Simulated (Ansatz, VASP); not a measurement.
One calculation of LiGeN, two programs

```
Li Ge N
1.0
     3.88461    0.00000    0.00000
     0.00000    3.88461    0.00000
     0.00000    0.00000    3.02418
Li Ge N
1 1 1
Direct
  0.50000 0.50000 0.23527
  0.00000 0.00000 0.51971
  0.00000 0.00000 0.00110
```

Alike in both runs: task single point; functional PBE; k mesh 4 × 4 × 6; occupations gaussian, width 0.1 eV; no spin polarisation.

|  | VASP | Ansatz |
| --- | --- | --- |
| version | VASP 6.6.1 | Ansatz 0.2.0 |
| potentials or method | VASP PAW PBE potentials, release 64 (Li_sv, Ge_d, N), cutoff 520 eV | scalar-relativistic, plane waves, PAW |
| valence electrons in the cell | 22 | 22 |

|  | VASP | Ansatz | Ansatz less VASP |
| --- | --- | --- | --- |
| gap on the k mesh at the Fermi level (eV) | none | none | - |
| rms of the force components (eV/Å) | 4.392 | 4.655 | +0.2620 |

Atom by atom the forces differ by 0.263 eV/Å (rms over components). A gap of «none» marks a metal or a gap that the smearing closes.

The k mesh is coarse, so the values compare programs but aren't converged. Noted on VASP's run: the cutoff is under 1.25 times that of the potentials, so the pressure is a little rough.
